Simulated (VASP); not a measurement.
Set up this calculation in VASP 6.6.1, as the native input.

```yaml
Task: single point
Functional: r2SCAN
Potentials_or_basis: VASP PAW PBE potentials, release 64 (Li_sv, H)
Cutoff: 520 eV
k_mesh: 8 × 8 × 8
Occupations: gaussian, width 0.01 eV
Spin: no spin polarisation
Dipole_correction: no
Further_INCAR_settings: ALGO = Normal; EDIFF = 1e-06; NBANDS = 9
```

LiH:

```xyz
2
Lattice="0.0000 2.1451 2.1451 2.1451 0.0000 2.1451 2.1451 2.1451 0.0000" Properties=species:S:1:pos:R:3 pbc="T T T"
Li    0.0000    0.0000    0.0000
H     1.0726    1.0726    1.0726
```

The input as run:

POSCAR

```
LiH
1.0
    0.0000000000      2.1451220101      2.1451220101
    2.1451220101      0.0000000000      2.1451220101
    2.1451220101      2.1451220101      0.0000000000
Li H
1 1
Direct
    0.0000000000      0.0000000000      0.0000000000
    0.2500000000      0.2500000000      0.2500000000
```

INCAR.step1

```
SYSTEM = LiH
PREC = Accurate ; ENCUT = 520
ISMEAR = 0 ; SIGMA = 0.01
LREAL = .FALSE. ; LASPH = .TRUE.
NELM = 80 ; NBANDS = 9
GGA = PE ; ALGO = Normal
EDIFF = 1E-4 ; LWAVE = .TRUE.
LCHARG = .FALSE.
```

INCAR.step2

```
SYSTEM = LiH
PREC = Accurate ; ENCUT = 520
EDIFF = 1E-6 ; ISMEAR = 0
SIGMA = 0.01 ; LREAL = .FALSE.
LASPH = .TRUE. ; NELM = 80
ALGO = Normal ; ISIF = 2
LWAVE = .FALSE. ; LCHARG = .FALSE.
METAGGA = R2SCAN ; LMIXTAU = .TRUE.
NBANDS = 9 ; ISTART = 1
```

KPOINTS

```
regular mesh
0
G
  8 8 8
  0 0 0
```

Potentials or basis: VASP PAW PBE potentials, release 64 (Li_sv, H).

Launch:

```bash
$ cat potpaw_PBE.64/Li_sv/POTCAR potpaw_PBE.64/H/POTCAR > POTCAR
$ cp INCAR.step1 INCAR
$ mpirun -np 1 vasp_std > vasp.out
$ cp INCAR.step2 INCAR
$ mpirun -np 1 vasp_std > vasp.out
```

Results of the run:

```yaml
Band_gap_on_the_k_mesh: 4.79 eV, indirect (least direct gap 5.85 eV)
```

It took 23 s on 1 thread of Intel(R) Xeon(R) Platinum 8488C (Sapphire Rapids), on a shared host, peak memory 0.13 GiB.
